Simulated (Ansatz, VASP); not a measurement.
## One calculation of Ta, two programs

```
Ta
1.0
    -1.68431    1.65128    1.65128
     1.65128   -1.68431    1.65128
     1.65128    1.65128   -1.68431
Ta
1
Direct
  0.00000 0.00000 0.00000
```

Change from the starting cell: equal xy, yz and zx shear strains of -2 %.

Alike in both runs: task single point; functional PBE; k mesh 17 × 17 × 17; occupations fermi-dirac, width 0.08 eV; no spin polarisation.

|  | VASP | Ansatz |
| --- | --- | --- |
| version | VASP 6.6.1 | Ansatz 0.2.0 |
| potentials or method | VASP PAW PBE potentials, release 64 (Ta_pv), cutoff 520 eV | all-electron LAPW, scalar-relativistic |

```tsv
	VASP	Ansatz	Ansatz less VASP
pressure (GPa)	3.4	3.2	-0.17
traceless stress, the component that is largest in VASP (GPa)	1.54	1.51	-0.022
```

Ansatz ran all-electron here, and VASP with PAW potentials.

Spin-orbit coupling is off throughout.
